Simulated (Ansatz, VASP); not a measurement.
## Fe in VASP and in Ansatz

```
Fe
1.0
     2.42808    0.00000    0.00000
    -1.21404    2.10278    0.00000
     0.00000    0.00000    3.82914
Fe
2
Cartesian
  0.0000 1.4019 0.9573
  1.2140 0.7009 2.8719
```

Alike in both runs: task single point; functional BLYP; k mesh 16 × 16 × 9; occupations fermi-dirac, width 0.1 eV; no spin polarisation.

```csv
,VASP,Ansatz
version,VASP 6.6.1,Ansatz 0.2.0
potentials or method,"VASP PAW PBE potentials, release 64 (Fe), cutoff 520 eV","plane waves (420 eV) with PAW, scalar-relativistic"
valence electrons in the cell,16,32
```

```tsv
	VASP	Ansatz	Ansatz less VASP
pressure (GPa)	25.9	25.9	0.00
traceless stress, the component that is largest in VASP (GPa)	0.76	0.88	+0.110
```

VASP's potentials were made for PBE, not for BLYP. VASP's potentials hold 16 valence electrons a cell and Ansatz's 32, so a difference there can come from the potentials and not from the codes.
